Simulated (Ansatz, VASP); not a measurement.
One calculation of NbAs, two programs

The input INCAR:

```
PREC     = Accurate       # precision mode
ENCUT    = 600            # plane-wave cutoff, eV
EDIFF    = 1E-6           # SCF threshold, eV
ISMEAR   = 0              # smearing method
SIGMA    = 0.1            # smearing width, eV
LREAL    = F              # projectors in reciprocal space
LASPH    = T              # aspherical terms in the spheres
NELM     = 80             # most SCF steps
ALGO     = Normal         # electronic algorithm
ISIF     = 3              # what is computed and relaxed
LWAVE    = F              # write WAVECAR
LCHARG   = F              # write CHGCAR
GGA      = PE             # functional
IBRION   = 2              # ionic algorithm
NSW      = 90             # ionic steps
EDIFFG   = -0.04          # ionic threshold
```

The input KPOINTS:

```
Automatic mesh
0
Gamma
  6 6 4
```

POSCAR

```
NbAs
1.0
    3.9553413900      0.0000000000      0.0000000000
   -1.9776706900      3.4254261200      0.0000000000
    0.0000000000      0.0000000000      6.4395025300
Nb As
2 2
Direct
    0.6666666700      0.3333333300      0.2087842900
    0.0000000000      0.0000000000      0.6008232000
    0.0000000000      0.0000000000      0.0000000000
    0.3333333300      0.6666666700      0.4175685900
```

Input for Ansatz:

```yaml
crystal:
  lattice:
    - [3.95534139, 0.0, 0.0]
    - [-1.97767069, 3.42542612, 0.0]
    - [0.0, 0.0, 6.43950253]
  atoms:
    - { symbol: Nb, position: [0.66666667, 0.33333333, 0.20878429] }
    - { symbol: Nb, position: [0.0, 0.0, 0.6008232] }
    - { symbol: As, position: [0.0, 0.0, 0.0] }
    - { symbol: As, position: [0.33333333, 0.66666667, 0.41756859] }
basis:
  ecutwfc: 420
kpoints:
  mp_grid: { grid: [6, 6, 4] }
hamiltonian:
  xc: pbe
scf:
  occupations: { method: gaussian, width: 0.1 }
  lower_state_search: "off"
output:
  forces: true
  stress: true
  eigenvalues: true
relax:
  adjacent_minimum: "off"
  f_tol: 0.04
  max_steps: 70
  cell: { stress_tol: 0.4 }
```

Alike in both runs: task relaxation of cell and atoms; functional PBE; k mesh 6 × 6 × 4; occupations gaussian, width 0.1 eV; no spin polarisation.

|  | VASP | Ansatz |
| --- | --- | --- |
| version | VASP 6.6.1 | Ansatz 0.2.0 |
| potentials or method | VASP PAW PBE potentials, release 64 (Nb_sv, As), cutoff 600 eV | scalar-relativistic, plane waves, PAW |
| valence electrons in the cell | 36 | 56 |

```tsv
	VASP	Ansatz	Ansatz less VASP
gap on the k mesh at the Fermi level, each at its own relaxed structure (eV)	none	none	-
relaxed volume (Å³/atom)	20.44	20.43	-0.006
relaxed cell length with the largest relative difference (Å)	7.073	7.063	-0.0101
```

A gap of «none» marks a metal or a gap that the smearing closes. VASP's potentials hold 36 valence electrons a cell and Ansatz's 56, so a difference there can come from the potentials and not from the codes.
